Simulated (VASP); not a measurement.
# TaC (Fm-3m) in VASP: a series of runs

Runs on TaC. Level: PBE. Tasks: single point.

Program: VASP 6.6.1. These are calculated values, not measurements. Logs are shortened: lines on timing, memory, paths and dates and some standing lists are left out, and cuts for length are marked.

**1. The cell of the first run**

The structure is cubic, space group Fm-3m (No. 225). The conventional cell has a = 4.446 Å, b = 4.446 Å, c = 4.446 Å, α = 90.00°, β = 90.00°, γ = 90.00°. Within 2.9 Å of Ta (site symmetry m-3m) lie 6 C at 2.22 Å. Within 2.9 Å of C (site symmetry m-3m) lie 6 Ta at 2.22 Å.

**2. Single point, PBE**

INCAR

```
PREC     = Accurate       # precision mode
ENCUT    = 600            # plane-wave cutoff, eV
EDIFF    = 1E-6           # SCF threshold, eV
ISMEAR   = -1             # smearing method
SIGMA    = 0.1            # smearing width, eV
LREAL    = False          # projectors in reciprocal space
LASPH    = True           # aspherical terms in the spheres
NELM     = 120            # most SCF steps
ALGO     = Normal         # electronic algorithm
ISIF     = 2              # what is computed and relaxed
LWAVE    = False          # write WAVECAR
LCHARG   = False          # write CHGCAR
GGA      = PE             # functional
NBANDS   = 14             # bands
GGA_COMPAT= False
```

KPOINTS

```
Automatic mesh
0
Gamma
  7 7 7
```

POSCAR

```
TaC
1.0
    3.1437970000      0.0000000000      0.0000000000
    1.5718985000      2.7226080663      0.0000000000
    1.5718985000      0.9075360221      2.5668995016
Ta C
1 1
Direct
    0.0000000000      0.0000000000      0.0000000000
    0.5000000000      0.5000000000      0.5000000000
```

Potentials or basis: VASP PAW PBE potentials, release 64 (Ta_pv, C).

On the command line:

```console
$ cat potpaw_PBE.64/Ta_pv/POTCAR potpaw_PBE.64/C/POTCAR > POTCAR
$ mpirun -np 1 vasp_std > vasp.out
```

OUTCAR:

```text
PREC = Accurate
   ENCUT = 600
   EDIFF = 1E-6
   ISMEAR = -1
   LREAL = False
   LASPH = True
   NELM = 120
   ISIF = 2
   GGA = PE

 ion  position               nearest neighbor table
   1  0.000  0.000  0.000-   2 2.22   2 2.22   2 2.22   2 2.22   2 2.22   2 2.22
   2  0.500  0.500  0.500-   1 2.22   1 2.22   1 2.22   1 2.22   1 2.22   1 2.22

  LATTYP: Found a face centered cubic cell.
 ALAT       =     4.4460003547

  Lattice vectors:

 A1 = (   3.1437970000,   0.0000000000,   0.0000000000)
 A2 = (   1.5718985000,   2.7226080663,   0.0000000000)
 A3 = (   1.5718985000,   0.9075360221,   2.5668995016)

Analysis of symmetry for initial positions (statically):
=====================================================================
 Subroutine PRICEL returns:
 Original cell was already a primitive cell.

 Routine SETGRP: Setting up the symmetry group for a
 face centered cubic supercell.

 Subroutine GETGRP returns: Found 48 space group operations
 (whereof 48 operations were pure point group operations)
 out of a pool of 48 trial point group operations.

The static configuration has the point symmetry O_h .

Analysis of symmetry for dynamics (positions and initial velocities):
=====================================================================
 Subroutine PRICEL returns:
 Original cell was already a primitive cell.

 Routine SETGRP: Setting up the symmetry group for a
 face centered cubic supercell.

 Subroutine GETGRP returns: Found 48 space group operations
 (whereof 48 operations were pure point group operations)
 out of a pool of 48 trial point group operations.

The dynamic configuration has the point symmetry O_h .

 Subroutine INISYM returns: Found 48 space group operations
 (whereof 48 operations are pure point group operations),
 and found     1 'primitive' translations

----------------------------------------------------------------------------------------

                                     Primitive cell

  volume of cell :      21.9709

  direct lattice vectors                    reciprocal lattice vectors
     3.143797000  0.000000000  0.000000000     0.318086696 -0.183647439 -0.129858350
     1.571898500  2.722608066  0.000000000     0.000000000  0.367294879 -0.129858350
     1.571898500  0.907536022  2.566899502     0.000000000  0.000000000  0.389575049

  length of vectors
     3.143797000  3.143797000  3.143797000     0.389575049  0.389575049  0.389575049

  position of ions in fractional coordinates (direct lattice)
     0.000000000  0.000000000  0.000000000
     0.500000000  0.500000000  0.500000000

  ion indices of the primitive-cell ions
   primitive index   ion index
                 1           1
                 2           2

----------------------------------------------------------------------------------------

 KPOINTS: Automatic mesh

Automatic generation of k-mesh.
 Grid dimensions read from file:
 generate k-points for:    7    7    7

 Generating k-lattice:

  Cartesian coordinates                     Fractional coordinates (reciprocal lattice)
     0.045440957 -0.026235348 -0.018551193     0.142857143  0.000000000 -0.000000000
     0.000000000  0.052470697 -0.018551193     0.000000000  0.142857143 -0.000000000
     0.000000000  0.000000000  0.055653578     0.000000000  0.000000000  0.142857143

  Length of vectors
     0.055653578  0.055653578  0.055653578

  Shift w.r.t. Gamma in fractional coordinates (k-lattice)
     0.000000000  0.000000000  0.000000000

 Subroutine IBZKPT returns following result:
 ===========================================

 Found     20 irreducible k-points:

 Following reciprocal coordinates:
            Coordinates               Weight
  0.000000  0.000000  0.000000      1.000000
  0.142857  0.000000  0.000000      8.000000
  0.285714  0.000000  0.000000      8.000000
  0.428571  0.000000  0.000000      8.000000
  0.142857  0.142857  0.000000      6.000000
  0.285714  0.142857 -0.000000     24.000000
[... 12 lines left out ...]
 -0.428571  0.428571  0.142857     24.000000
 -0.285714  0.428571  0.142857     24.000000
   k-points           NKPTS =     20   k-points in BZ     NKDIM =     20   number of bands    NBANDS=     14
   number of dos      NEDOS =    301   number of ions     NIONS =      2
   total plane-waves  NPLWV =  21952
   dimension x,y,z NGX =    28 NGY =   28 NGZ =   28
   dimension x,y,z NGXF=    56 NGYF=   56 NGZF=   56
   ions per type =               1   1
   NGX,Y,Z   is equivalent  to a cutoff of  14.81, 14.81, 14.81 a.u.
   NGXF,Y,Z  is equivalent  to a cutoff of  29.61, 29.61, 29.61 a.u.
 SYSTEM =  unknown system
   PREC   = accura    normal or accurate (medium, high low for compatibility)
   ISTART =      0    job   : 0-new  1-cont  2-samecut
   ICHARG =      2    charge: 1-file 2-atom 10-const
   ISPIN  =      1    spin polarized calculation?
   LNONCOLLINEAR =      F non collinear calculations
   LSORBIT =      F    spin-orbit coupling
   LASPH  =      T    aspherical Exc in radial PAW
   ENCUT  =  600.0 eV  44.10 Ry    6.64 a.u.   6.28  6.28  6.28*2*pi/ulx,y,z
   NELM   =    120;   NELMIN=  2; NELMDL= -5     # of ELM steps
   EDIFF  = 0.1E-05   stopping-criterion for ELM
   LREAL  =      F    real-space projection
   EDIFFG = 0.1E-04   stopping-criterion for IOM
   NSW    =      0    number of steps for IOM
   IBRION =     -1    ionic relax: 0-MD 1-quasi-New 2-CG
   NFREE  =      0    steps in history (QN), initial steepest desc. (CG)
   ISIF   =      2    stress and relaxation
   ISYM   =      2    0-nonsym 1-usesym 2-fastsym
   POTIM  = 0.5000    time-step for ionic-motion
   TEBEG  =    0.0;   TEEND  =   0.0 temperature during run
   PSTRESS=    0.0 pullay stress
   NELECT =      15.0000    total number of electrons
   NUPDOWN=      -1.0000    fix difference up-down
   EMIN   =  10.00;   EMAX   =-10.00  energy-range for DOS
   EFERMI =   0.00;   METHOD = LEGACY
   ISMEAR =    -1;   SIGMA  =   0.10  broadening in eV -4-tet -1-fermi 0-gaus
   EFERMI_NEDOS =   21; number of points for ismear=-14 and -15
   IALGO  =     38    algorithm
   IMIX   =      4    mixing-type and parameters
     AMIX     =   0.40;   BMIX     =  1.00
     AMIX_MAG =   1.60;   BMIX_MAG =  1.00
  volume/ion in A,a.u.               =      10.99        74.13
  Fermi-wavevector in a.u.,A,eV,Ry     =   1.441526  2.724089 28.272861  2.077997
  Thomas-Fermi vector in A             =   2.560148
   LORBIT       =      0    0 simple, 1 ext, 2 COOP (PROOUT), +10 PAW based schemes
   GGA     = PE    functional components
   LHFCALC =     F    Hartree Fock is set to
   AEXX    =    0.0000 exact exchange contribution
   IVDW    =     0    specifies the selected vdW correction
   LEPSILON=     F    determine dielectric tensor
   LRPA    =     F    only Hartree local field effects (RPA)
 non-spin polarized calculation
  energy-cutoff  :      600.00
  volume of cell :       21.97
 maximum number of plane-waves:       748
 NGX is ok and might be reduce to    28
   NGX = 13   NGY = 13   NGZ = 13

 number of electron      14.9999999 magnetization

 Free energy of the ion-electron system (eV)
  ---------------------------------------------------
  ext. energy  EPLUGINS =         0.00000000
  ---------------------------------------------------
  free energy    TOTEN  =       -22.20526462 eV

  energy without entropy =      -22.18896401  energy(sigma->0) =      -22.19711432

 E-fermi :   8.4286     XC(G=0): -13.2350

 val. band max:        8.3972291118   @ k =  -0.4286   0.2857   0.0000
 cond. band min:       8.6985920430   @ k =   0.4286   0.1429   0.0000
 fundamental gap:      0.3013629311
 Fermi energy:         8.4286330783

 k-point     1 :       0.0000    0.0000    0.0000
  band No.  band energies     occupation
      1     -26.5940      2.00000
      2     -26.5940      2.00000
      3     -26.5940      2.00000
      4      -6.4011      2.00000
      5       7.1129      2.00000
      6       7.1129      2.00000
      7       7.1129      2.00000
      8       7.9804      1.97765
      9       7.9804      1.97765
     10       7.9804      1.97765
     11       9.1198      0.00199
     12       9.1198      0.00199
     13      15.1121      0.00000
     14      18.5163      0.00000

 k-point     2 :       0.1429    0.0000    0.0000
  band No.  band energies     occupation
      1     -26.7389      2.00000
      2     -26.6086      2.00000
      3     -26.6086      2.00000
      4      -5.8336      2.00000
      5       5.1531      2.00000
      6       5.7174      2.00000
      7       5.7174      2.00000
      8       7.8969      1.99023
      9       7.8969      1.99023
     10       8.8706      0.02378
     11      11.7359      0.00000
     12      11.7359      0.00000
     13      16.0941      0.00000
     14      19.8745      0.00000

 k-point     3 :       0.2857    0.0000    0.0000
  band No.  band energies     occupation
      1     -27.0510      2.00000
      2     -26.6411      2.00000
      3     -26.6411      2.00000
      4      -4.3463      2.00000
      5       2.5667      2.00000
      6       3.9701      2.00000
      7       3.9701      2.00000
      8       9.3102      0.00030
      9       9.3102      0.00030
     10       9.7755      0.00000
     11      15.1312      0.00000
     12      15.1312      0.00000
     13      17.0976      0.00000
     14      21.4350      0.00000

 k-point     4 :       0.4286    0.0000    0.0000
  band No.  band energies     occupation
      1     -27.2892      2.00000
      2     -26.6670      2.00000
      3     -26.6670      2.00000
      4      -2.4737      2.00000
      5       0.2819      2.00000
      6       3.0586      2.00000
      7       3.0586      2.00000
      8      10.9087      0.00000
      9      10.9087      0.00000
     10      11.4578      0.00000
     11      14.8366      0.00000
     12      17.9364      0.00000
     13      17.9364      0.00000
     14      21.4544      0.00000

 k-point     5 :       0.1429    0.1429    0.0000
  band No.  band energies     occupation
      1     -26.7285      2.00000
      2     -26.6424      2.00000
      3     -26.6424      2.00000
      4      -5.6808      2.00000
      5       4.3112      2.00000
      6       6.2096      2.00000
      7       6.2096      2.00000
      8       6.2758      2.00000
      9       9.4388      0.00008
     10       9.8841      0.00000
     11       9.8841      0.00000
[... 208 lines left out ...]
 k-point    18 :      -0.4286    0.2857    0.1429
  band No.  band energies     occupation
      1     -27.1736      2.00000
      2     -26.8956      2.00000
      3     -26.7448      2.00000
      4      -3.0079      2.00000
      5       1.3831      2.00000
      6       3.4171      2.00000
      7       3.7667      2.00000
      8       9.2942      0.00035
      9      10.9958      0.00000
     10      12.1458      0.00000
     11      14.5696      0.00000
     12      16.6545      0.00000
     13      18.8936      0.00000
     14      20.9414      0.00000

 k-point    19 :      -0.4286    0.4286    0.1429
  band No.  band energies     occupation
      1     -27.1633      2.00000
      2     -26.9106      2.00000
      3     -26.8311      2.00000
      4      -3.7172      2.00000
      5       3.0092      2.00000
      6       3.5818      2.00000
      7       4.4674      2.00000
      8       8.0506      1.95540
      9      11.7954      0.00000
     10      12.6241      0.00000
     11      12.8223      0.00000
     12      15.9057      0.00000
     13      18.4804      0.00000
     14      20.6889      0.00000

 k-point    20 :      -0.2857    0.4286    0.1429
  band No.  band energies     occupation
      1     -27.0751      2.00000
      2     -27.0421      2.00000
      3     -26.8163      2.00000
      4      -3.3188      2.00000
      5       2.4807      2.00000
      6       3.4704      2.00000
      7       3.8983      2.00000
      8       9.2436      0.00058
      9      10.6855      0.00000
     10      12.5711      0.00000
     11      14.0895      0.00000
     12      15.1374      0.00000
     13      20.6548      0.00000
     14      21.2956      0.00000

------------------------ aborting loop because EDIFF is reached ----------------------------------------

  FORCE on cell =-STRESS in cart. coord.  units (eV):
  Direction    XX          YY          ZZ          XY          YZ          ZX
  --------------------------------------------------------------------------------------
  -------------------------------------------------------------------------------------
  Total        1.0045739      1.0045739      1.0045739      0.0000000     -0.0000000      0.0000000
  in kB       73.2561334     73.2561334     73.2561334      0.0000000     -0.0000000      0.0000000
  external PRESSURE =      73.2561334 kB  Pullay stress =       0.0000000 kB

 VOLUME and BASIS-vectors are now :
 -----------------------------------------------------------------------------
  energy-cutoff  :      600.00
  volume of cell :       21.97
      direct lattice vectors                 reciprocal lattice vectors
     3.143797000  0.000000000  0.000000000     0.318086696 -0.183647439 -0.129858350
     1.571898500  2.722608066  0.000000000     0.000000000  0.367294879 -0.129858350
     1.571898500  0.907536022  2.566899502     0.000000000  0.000000000  0.389575049

 POSITION                                       TOTAL-FORCE (eV/Angst)
 -----------------------------------------------------------------------------------
      0.00000      0.00000      0.00000        -0.000000     -0.000000      0.000000
      3.14380      1.81507      1.28345         0.000000      0.000000      0.000000
 -----------------------------------------------------------------------------------
    total drift:                                0.000000      0.000000      0.000000

  FREE ENERGIE OF THE ION-ELECTRON SYSTEM (eV)
  ---------------------------------------------------
  free  energy   TOTEN  =       -22.2052646249 eV

  energy  without entropy=      -22.1889640125  energy(sigma->0) =      -22.19711432
```

It took 20 s on 1 thread of Intel Xeon 8259CL, shared host; peak memory 0.16 GiB.

What came out:

```yaml
Free_energy: -22.2053 eV
Pressure: 7.3 GPa
```

Levels at points of the mesh, in eV from the Fermi level:
```csv
k point,band 4,band 5,band 6,band 7,band 8,band 9,band 10,band 11,band 12,band 13
"(0.00, 0.00, 0.00)",-14.83,-1.32,-1.32,-1.32,-0.45,-0.45,-0.45,0.69,0.69,6.68
```

Caveat: spin-orbit coupling is left out, which moves the levels of the heavy elements.

**3. Single point, PBE**

INCAR

```
SYSTEM = TaC
ALGO = Normal
EDIFF = 1E-6
ENCUT = 600
GGA = PE
GGA_COMPAT = .False.
ISIF = 2
ISMEAR = -1
LASPH = .True.
LCHARG = .False.
LREAL = .False.
LWAVE = .False.
NBANDS = 14
NELM = 120
PREC = Accurate
SIGMA = 0.1
```

KPOINTS

```
k-points
0
Gamma
  8 8 8
  0 0 0
```

POSCAR is that of step 2.

Potentials or basis: VASP PAW PBE potentials, release 64 (Ta_pv, C).

On the command line:

```console
$ cat potpaw_PBE.64/Ta_pv/POTCAR potpaw_PBE.64/C/POTCAR > POTCAR
$ mpirun -np 1 vasp_std > vasp.out
```

Wall time 24 s (1 thread of Intel Xeon 8259CL, shared host); peak memory 0.16 GiB.

It converged, with:

```yaml
Free_energy: -22.2006 eV
Pressure: 7.4 GPa
```

Levels at points of the mesh, in eV from the Fermi level:
| k point | band 4 | band 5 | band 6 | band 7 | band 8 | band 9 | band 10 | band 11 | band 12 | band 13 |
| --- | --- | --- | --- | --- | --- | --- | --- | --- | --- | --- |
| (0.00, 0.00, 0.00) | -14.96 | -1.45 | -1.45 | -1.45 | -0.58 | -0.58 | -0.58 | 0.56 | 0.56 | 6.55 |
| (0.50, 0.00, 0.00) | -10.48 | -8.88 | -5.62 | -5.62 | 2.65 | 2.65 | 3.64 | 5.32 | 9.93 | 9.93 |
| (0.50, 0.50, 0.00) | -12.86 | -4.73 | -4.69 | -1.87 | -1.87 | 2.53 | 4.03 | 4.03 | 6.85 | 8.12 |

Caveat: spin-orbit coupling is left out, which moves the levels of the heavy elements.
